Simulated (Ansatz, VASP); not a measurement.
## NaI in VASP and in Ansatz

POSCAR

```
NaI
1.0
    0.0000000000      3.2296280209      3.2296280209
    3.2296280209      0.0000000000      3.2296280209
    3.2296280209      3.2296280209      0.0000000000
Na I
1 1
Direct
    0.0000000000      0.0000000000      0.0000000000
    0.5000000000      0.5000000000      0.5000000000
```

Contents of INCAR.step1:

```
SYSTEM = NaI
ALGO = Normal
EDIFF = 1E-4
ENCUT = 520
GGA = PE
ISMEAR = 0
LASPH = .TRUE.
LCHARG = .FALSE.
LREAL = .FALSE.
LWAVE = .TRUE.
NBANDS = 14
NELM = 60
PREC = Accurate
SIGMA = 0.01
```

File INCAR.step2:

```
SYSTEM = NaI
ALGO = Normal
EDIFF = 1E-7
ENCUT = 520
ISIF = 2
ISMEAR = 0
ISTART = 1
LASPH = .TRUE.
LCHARG = .FALSE.
LMIXTAU = .TRUE.
LREAL = .FALSE.
LWAVE = .FALSE.
METAGGA = R2SCAN
NBANDS = 14
NELM = 60
PREC = Accurate
SIGMA = 0.01
```

KPOINTS

```
k-points
0
G
  8 8 8
  0 0 0
```

Input for Ansatz:

```yaml
crystal:
  lattice:
    - [0.0, 3.2296280209, 3.2296280209]
    - [3.2296280209, 0.0, 3.2296280209]
    - [3.2296280209, 3.2296280209, 0.0]
  atoms:
    - { symbol: Na, position: [0.0, 0.0, 0.0] }
    - { symbol: I, position: [0.5, 0.5, 0.5] }
kpoints:
  mp_grid: { grid: [8, 8, 8] }
  band_path:
    path:
      - [0.0, 0.0, 0.0]
      - [0.5, 0.0, 0.5]
      - [0.625, 0.25, 0.625]
      - [0.375, 0.375, 0.75]
      - [0.5, 0.5, 0.5]
      - [0.5, 0.25, 0.75]
    npoints: 1
hamiltonian:
  xc: r2scan
scf:
  occupations: { method: fixed }
  n_extra_bands: 4
output:
  forces: true
  stress: true
  eigenvalues: true
```

Alike in both runs: task single point; functional r2SCAN; k mesh 8 × 8 × 8; no spin polarisation.

|  | VASP | Ansatz |
| --- | --- | --- |
| version | VASP 6.6.1 | Ansatz 0.2.0 |
| potentials or method | VASP PAW PBE potentials, release 64 (Na_pv, I) | plane waves, PAW |
| plane-wave cutoff (eV) | 520 | 500 |
| occupations | gaussian, width 0.01 eV | fixed |
| valence electrons in the cell | 14 | 26 |

|  | VASP | Ansatz | Ansatz less VASP |
| --- | --- | --- | --- |
| gap on the k mesh at the Fermi level (eV) | 4.46 | 4.45 | -0.009 |
| pressure (GPa) | -0.1 | 0.0 | +0.09 |

VASP's potentials were made for PBE, not for r2SCAN. VASP's potentials hold 14 valence electrons a cell and Ansatz's 26, so a difference there can come from the potentials and not from the codes.

Spin-orbit coupling is off throughout.
